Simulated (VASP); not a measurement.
# NaCl (R3m) in VASP: a series of runs

Runs on NaCl. Level: PBE. Tasks: single point.

All numbers are computed with VASP 6.6.1; they aren't measurements. Logs are shortened: lines on timing, memory, paths and dates and some standing lists are left out, and cuts for length are marked.

## 1. The cell of the first run

The structure is trigonal, space group R3m (No. 160). Conventional cell: a = 4.953 Å, b = 4.953 Å, c = 6.066 Å, α = 90.00°, β = 90.00°, γ = 120.00°. Na (site symmetry 3m) has 8 Cl at 2.91 to 3.16 Å and 6 Na at 3.50 Å within 3.8 Å. Cl (site symmetry 3m) has 8 Na at 2.91 to 3.16 Å and 6 Cl at 3.50 Å within 3.8 Å.

## 2. Single point, PBE

The input, INCAR:

```
SYSTEM = NaCl
ALGO = Normal
EDIFF = 1E-6
ENCUT = 520
GGA = PE
ISIF = 2
ISMEAR = 0
LASPH = .True.
LCHARG = .False.
LREAL = .False.
LWAVE = .False.
NBANDS = 14
NELM = 80
PREC = Accurate
SIGMA = 0.05
```

The input, KPOINTS:

```
k-points
0
Gamma
  6 6 6
  0 0 0
```

The input, POSCAR:

```
NaCl
1.0
    3.5021900000      0.0000000000      0.0000000000
    0.0000000000      3.5021900000      0.0000000000
    0.0000000000      0.0000000000      3.5021900000
Na Cl
1 1
Direct
    0.0000000000      0.0000000000      0.0000000000
    0.4793932415      0.4793932415      0.4793932415
```

Potentials or basis: VASP PAW PBE potentials, release 64 (Na_pv, Cl).

The run is started by

```bash
cat potpaw_PBE.64/Na_pv/POTCAR potpaw_PBE.64/Cl/POTCAR > POTCAR
mpirun -np 1 vasp_std > vasp.out
```

OUTCAR:

```text
SYSTEM = NaCl
   EDIFF = 1E-6
   ENCUT = 520
   GGA = PE
   ISIF = 2
   ISMEAR = 0
   LASPH = .True.
   LREAL = .False.
   NELM = 80
   PREC = Accurate

 ion  position               nearest neighbor table
   1  0.000  0.000  0.000-
   2  0.479  0.479  0.479-

  LATTYP: Found a simple cubic cell.
 ALAT       =     3.5021900000

  Lattice vectors:

 A1 = (   3.5021900000,   0.0000000000,   0.0000000000)
 A2 = (   0.0000000000,   3.5021900000,   0.0000000000)
 A3 = (   0.0000000000,   0.0000000000,   3.5021900000)

Analysis of symmetry for initial positions (statically):
=====================================================================
 Subroutine PRICEL returns:
 Original cell was already a primitive cell.

 Routine SETGRP: Setting up the symmetry group for a
 simple cubic supercell.

 Subroutine GETGRP returns: Found  6 space group operations
 (whereof  6 operations were pure point group operations)
 out of a pool of 48 trial point group operations.

The static configuration has the point symmetry C_3v.

Analysis of symmetry for dynamics (positions and initial velocities):
=====================================================================
 Subroutine PRICEL returns:
 Original cell was already a primitive cell.

 Routine SETGRP: Setting up the symmetry group for a
 simple cubic supercell.

 Subroutine GETGRP returns: Found  6 space group operations
 (whereof  6 operations were pure point group operations)
 out of a pool of 48 trial point group operations.

The dynamic configuration has the point symmetry C_3v.

 Subroutine INISYM returns: Found  6 space group operations
 (whereof  6 operations are pure point group operations),
 and found     1 'primitive' translations

----------------------------------------------------------------------------------------

                                     Primitive cell

  volume of cell :      42.9555

  direct lattice vectors                    reciprocal lattice vectors
     3.502190000  0.000000000  0.000000000     0.285535622  0.000000000  0.000000000
     0.000000000  3.502190000  0.000000000     0.000000000  0.285535622  0.000000000
     0.000000000  0.000000000  3.502190000     0.000000000  0.000000000  0.285535622

  length of vectors
     3.502190000  3.502190000  3.502190000     0.285535622  0.285535622  0.285535622

  position of ions in fractional coordinates (direct lattice)
     0.000000000  0.000000000  0.000000000
     0.479393241  0.479393241  0.479393241

[... 81 lines left out ...]
   NFREE  =      0    steps in history (QN), initial steepest desc. (CG)
   ISIF   =      2    stress and relaxation
   ISYM   =      2    0-nonsym 1-usesym 2-fastsym
   POTIM  = 0.5000    time-step for ionic-motion
   TEBEG  =    0.0;   TEEND  =   0.0 temperature during run
   PSTRESS=    0.0 pullay stress
   NELECT =      14.0000    total number of electrons
   NUPDOWN=      -1.0000    fix difference up-down
   EMIN   =  10.00;   EMAX   =-10.00  energy-range for DOS
   EFERMI =   0.00;   METHOD = LEGACY
   ISMEAR =     0;   SIGMA  =   0.05  broadening in eV -4-tet -1-fermi 0-gaus
   EFERMI_NEDOS =   21; number of points for ismear=-14 and -15
   IALGO  =     38    algorithm
   IMIX   =      4    mixing-type and parameters
     AMIX     =   0.40;   BMIX     =  1.00
     AMIX_MAG =   1.60;   BMIX_MAG =  1.00
  volume/ion in A,a.u.               =      21.48       144.94
  Fermi-wavevector in a.u.,A,eV,Ry     =   1.126621  2.129005 17.269530  1.269275
  Thomas-Fermi vector in A             =   2.263304
   LORBIT       =      0    0 simple, 1 ext, 2 COOP (PROOUT), +10 PAW based schemes
   GGA     = PE    functional components
   LHFCALC =     F    Hartree Fock is set to
   AEXX    =    0.0000 exact exchange contribution
   IVDW    =     0    specifies the selected vdW correction
   LEPSILON=     F    determine dielectric tensor
   LRPA    =     F    only Hartree local field effects (RPA)
 non-spin polarized calculation
 Gauss-broadening in eV      SIGMA  =   0.05
  energy-cutoff  :      520.00
  volume of cell :       42.96
 maximum number of plane-waves:      1189
 NGX is ok and might be reduce to    28
   NGX = 13   NGY = 13   NGZ = 13

 number of electron      13.9999983 magnetization

 Free energy of the ion-electron system (eV)
  ---------------------------------------------------
  ext. energy  EPLUGINS =         0.00000000
  ---------------------------------------------------
  free energy    TOTEN  =        -6.46564484 eV

  energy without entropy =       -6.46564484  energy(sigma->0) =       -6.46564484

 E-fermi :   0.6727     XC(G=0):  -8.4289

 val. band max:        0.4190569197   @ k =   0.5000   0.5000   0.0000
 cond. band min:       4.4058009613   @ k =   0.0000   0.0000   0.0000
 fundamental gap:      3.9867440416
 Fermi energy:         0.6726514363

 k-point     1 :       0.0000    0.0000    0.0000
  band No.  band energies     occupation
      1     -21.6414      2.00000
      2     -21.6414      2.00000
      3     -21.6414      2.00000
      4     -12.9551      2.00000
      5      -0.0708      2.00000
      6      -0.0699      2.00000
      7      -0.0699      2.00000
      8       4.4058      0.00000
      9       9.0087      0.00000
     10       9.0087      0.00000
     11      16.0828      0.00000
     12      16.0829      0.00000
     13      16.1460      0.00000
     14      16.3510      0.00000
[... 377 lines left out ...]
      1     -21.6739      2.00000
      2     -21.6632      2.00000
      3     -21.6438      2.00000
      4     -12.3379      2.00000
      5      -1.9159      2.00000
      6      -1.3279      2.00000
      7      -0.2010      2.00000
      8       6.8718      0.00000
      9       9.5705      0.00000
     10       9.6249      0.00000
     11      11.8889      0.00000
     12      13.8761      0.00000
     13      14.3148      0.00000
     14      16.5177      0.00000

 [... further k-points ...]
[... 5 lines left out ...]
  --------------------------------------------------------------------------------------
  -------------------------------------------------------------------------------------
  Total        0.0494289      0.0494289      0.0494289      0.0209323      0.0209323      0.0209323
  in kB        1.8436232      1.8436232      1.8436232      0.7807417      0.7807417      0.7807417
  external PRESSURE =       1.8436232 kB  Pullay stress =       0.0000000 kB

 VOLUME and BASIS-vectors are now :
 -----------------------------------------------------------------------------
  energy-cutoff  :      520.00
  volume of cell :       42.96
      direct lattice vectors                 reciprocal lattice vectors
     3.502190000  0.000000000  0.000000000     0.285535622  0.000000000  0.000000000
     0.000000000  3.502190000  0.000000000     0.000000000  0.285535622  0.000000000
     0.000000000  0.000000000  3.502190000     0.000000000  0.000000000  0.285535622

 POSITION                                       TOTAL-FORCE (eV/Angst)
 -----------------------------------------------------------------------------------
      0.00000      0.00000      0.00000        -0.027221     -0.027221     -0.027221
      1.67893      1.67893      1.67893         0.027221      0.027221      0.027221
 -----------------------------------------------------------------------------------
    total drift:                               -0.000180     -0.000180     -0.000180

  FREE ENERGIE OF THE ION-ELECTRON SYSTEM (eV)
  ---------------------------------------------------
  free  energy   TOTEN  =        -6.4656448415 eV

  energy  without entropy=       -6.4656448415  energy(sigma->0) =       -6.46564484
```

OSZICAR:

```text
N       E                     dE             d eps       ncg     rms          rms(c)
DAV:   1     0.983499562124E+02    0.98350E+02   -0.70402E+03   904   0.998E+02
DAV:   2     0.848459988924E+00   -0.97501E+02   -0.89186E+02  1014   0.273E+02
DAV:   3    -0.661185930442E+01   -0.74603E+01   -0.74166E+01  1136   0.698E+01
DAV:   4    -0.672155193991E+01   -0.10969E+00   -0.10965E+00  1034   0.912E+00
DAV:   5    -0.672395196960E+01   -0.24000E-02   -0.23999E-02  1198   0.136E+00    0.230E+00
DAV:   6    -0.649537441816E+01    0.22858E+00   -0.31493E-01  1142   0.342E+00    0.164E+00
DAV:   7    -0.646555062943E+01    0.29824E-01   -0.92311E-02  1218   0.181E+00    0.114E+00
DAV:   8    -0.646578732875E+01   -0.23670E-03   -0.11060E-02   920   0.941E-01    0.410E-01
DAV:   9    -0.646556364488E+01    0.22368E-03   -0.46202E-04  1160   0.160E-01    0.191E-01
DAV:  10    -0.646564882577E+01   -0.85181E-04   -0.25025E-04   974   0.116E-01    0.353E-02
DAV:  11    -0.646564493637E+01    0.38894E-05   -0.11241E-05  1166   0.297E-02    0.121E-02
DAV:  12    -0.646564484148E+01    0.94893E-07   -0.20626E-06   986   0.115E-02
   1 F= -.64656448E+01 E0= -.64656448E+01  d E =-.263779E-14
```

It took 28 s on 1 thread of AMD EPYC, shared host; peak memory 0.12 GiB.

Results:

```yaml
Free_energy: -6.4656 eV
Pressure: 0.2 GPa
Largest_force: 0.047 eV/Å
Band_gap_on_the_k_mesh: 3.99 eV, indirect (least direct gap 4.48 eV)
```

Forces in eV/Å, atoms in the order of the input:
```
Na  -0.027 -0.027 -0.027
Cl   0.027  0.027  0.027
```

Stress tensor (GPa, compression positive):
```
0.18 0.08 0.08
0.08 0.18 0.08
0.08 0.08 0.18
```

Caveat: the cell differs from its parent crystal (all Cl atoms moved +0.125 Å, as atom 2 towards its neighbour atom 1 (Na) at 3.033 Å).

## 3. Single point, PBE

The input, INCAR:

```
SYSTEM = NaCl
  PREC = Accurate
  ENCUT = 520
  EDIFF = 1E-6
  ISMEAR = 0
  SIGMA = 0.05
  LREAL = .False.
  LASPH = .True.
  NELM = 100
  ALGO = Normal
  ISIF = 2
  LWAVE = .False.
  LCHARG = .False.
  GGA = PE
  NBANDS = 14
```

The input, KPOINTS:

```
Automatic mesh
0
Gamma
  6 6 6
  0 0 0
```

POSCAR, as its differences from that of step 2:

```diff
@@ -9,2 +9,2 @@
     0.0000000000      0.0000000000      0.0000000000
-    0.4793932415      0.4793932415      0.4793932415
+    0.4876359449      0.4876359449      0.4876359449
```

Potentials or basis: VASP PAW PBE potentials, release 64 (Na_pv, Cl).

The run is started by

```bash
cat potpaw_PBE.64/Na_pv/POTCAR potpaw_PBE.64/Cl/POTCAR > POTCAR
mpirun -np 1 vasp_std > vasp.out
```

OUTCAR:

```text
SYSTEM = NaCl
   PREC = Accurate
   ENCUT = 520
   EDIFF = 1E-6
   ISMEAR = 0
   LREAL = .False.
   LASPH = .True.
   NELM = 100
   ISIF = 2
   GGA = PE

 ion  position               nearest neighbor table
   1  0.000  0.000  0.000-
   2  0.488  0.488  0.488-

  LATTYP: Found a simple cubic cell.
 ALAT       =     3.5021900000

  Lattice vectors:

 A1 = (   3.5021900000,   0.0000000000,   0.0000000000)
 A2 = (   0.0000000000,   3.5021900000,   0.0000000000)
 A3 = (   0.0000000000,   0.0000000000,   3.5021900000)

Analysis of symmetry for initial positions (statically):
=====================================================================
 Subroutine PRICEL returns:
 Original cell was already a primitive cell.

 Routine SETGRP: Setting up the symmetry group for a
 simple cubic supercell.

 Subroutine GETGRP returns: Found  6 space group operations
 (whereof  6 operations were pure point group operations)
 out of a pool of 48 trial point group operations.

The static configuration has the point symmetry C_3v.

Analysis of symmetry for dynamics (positions and initial velocities):
[... 167 lines left out ...]
 k-point     1 :       0.0000    0.0000    0.0000
  band No.  band energies     occupation
      1     -21.6465      2.00000
      2     -21.6465      2.00000
      3     -21.6465      2.00000
      4     -12.9528      2.00000
      5      -0.0675      2.00000
      6      -0.0672      2.00000
      7      -0.0672      2.00000
      8       4.4042      0.00000
      9       9.0058      0.00000
     10       9.0058      0.00000
     11      16.1018      0.00000
     12      16.1019      0.00000
     13      16.1255      0.00000
     14      16.3422      0.00000
[... 377 lines left out ...]
      1     -21.6790      2.00000
      2     -21.6683      2.00000
      3     -21.6489      2.00000
      4     -12.3354      2.00000
      5      -1.9143      2.00000
      6      -1.3259      2.00000
      7      -0.1981      2.00000
      8       6.8726      0.00000
      9       9.5776      0.00000
     10       9.6113      0.00000
     11      11.8835      0.00000
     12      13.8747      0.00000
     13      14.3029      0.00000
     14      16.5303      0.00000

 [... further k-points ...]
[... 5 lines left out ...]
  --------------------------------------------------------------------------------------
  -------------------------------------------------------------------------------------
  Total        0.0282671      0.0282671      0.0282671      0.0074291      0.0074291      0.0074291
  in kB        1.0543191      1.0543191      1.0543191      0.2770958      0.2770958      0.2770958
  external PRESSURE =       1.0543191 kB  Pullay stress =       0.0000000 kB

 VOLUME and BASIS-vectors are now :
 -----------------------------------------------------------------------------
  energy-cutoff  :      520.00
  volume of cell :       42.96
      direct lattice vectors                 reciprocal lattice vectors
     3.502190000  0.000000000  0.000000000     0.285535622  0.000000000  0.000000000
     0.000000000  3.502190000  0.000000000     0.000000000  0.285535622  0.000000000
     0.000000000  0.000000000  3.502190000     0.000000000  0.000000000  0.285535622

 POSITION                                       TOTAL-FORCE (eV/Angst)
 -----------------------------------------------------------------------------------
      0.00000      0.00000      0.00000        -0.015211     -0.015211     -0.015211
      1.70779      1.70779      1.70779         0.015211      0.015211      0.015211
 -----------------------------------------------------------------------------------
    total drift:                               -0.000125     -0.000125     -0.000126

  FREE ENERGIE OF THE ION-ELECTRON SYSTEM (eV)
  ---------------------------------------------------
  free  energy   TOTEN  =        -6.4674682398 eV

  energy  without entropy=       -6.4674682398  energy(sigma->0) =       -6.46746824
```

OSZICAR:

```text
N       E                     dE             d eps       ncg     rms          rms(c)
DAV:   1     0.983733228399E+02    0.98373E+02   -0.70403E+03   904   0.998E+02
DAV:   2     0.858983134317E+00   -0.97514E+02   -0.89259E+02  1014   0.273E+02
DAV:   3    -0.661262931906E+01   -0.74716E+01   -0.74277E+01  1136   0.699E+01
DAV:   4    -0.672254411293E+01   -0.10991E+00   -0.10988E+00  1028   0.913E+00
DAV:   5    -0.672494451241E+01   -0.24004E-02   -0.24003E-02  1174   0.136E+00    0.230E+00
DAV:   6    -0.649720830456E+01    0.22774E+00   -0.31353E-01  1124   0.341E+00    0.164E+00
DAV:   7    -0.646744892581E+01    0.29759E-01   -0.91445E-02  1238   0.180E+00    0.113E+00
DAV:   8    -0.646761122277E+01   -0.16230E-03   -0.11015E-02   926   0.940E-01    0.412E-01
DAV:   9    -0.646738988417E+01    0.22134E-03   -0.44748E-04  1154   0.158E-01    0.194E-01
DAV:  10    -0.646747193943E+01   -0.82055E-04   -0.24702E-04   968   0.115E-01    0.344E-02
DAV:  11    -0.646746834637E+01    0.35931E-05   -0.10746E-05  1178   0.290E-02    0.124E-02
DAV:  12    -0.646746823982E+01    0.10655E-06   -0.22276E-06   992   0.120E-02
   1 F= -.64674682E+01 E0= -.64674682E+01  d E =-.994834E-15
```

It took 28 s on 1 thread of AMD EPYC, shared host; peak memory 0.12 GiB.

Results:

- Free energy: -6.4675 eV
- Pressure: 0.1 GPa
- Largest force: 0.026 eV/Å
- Band gap on the k mesh: 3.98 eV, indirect (least direct gap 4.47 eV)

Forces on the atoms (eV/Å):
```
Na  -0.015 -0.015 -0.015
Cl   0.015  0.015  0.015
```

Levels at points of the mesh, in eV from the valence-band top:
```csv
k point,band 5,band 6,band 7,band 8,band 9,band 10
"(0.00, 0.00, 0.00)",-0.49,-0.49,-0.49,3.98,8.58,8.58
"(0.50, 0.00, 0.00)",-2.94,-0.26,-0.25,6.93,8.56,10.51
"(0.50, 0.50, 0.00)",-2.26,-2.26,0.00,5.54,9.89,11.03
"(0.50, 0.50, 0.50)",-1.84,-1.84,-1.84,7.12,7.12,7.13
```

Caveat: the cell differs from its parent crystal (all Cl atoms moved +0.075 Å, as atom 2 towards its neighbour atom 1 (Na) at 3.033 Å).

[end of part 1 of 2]
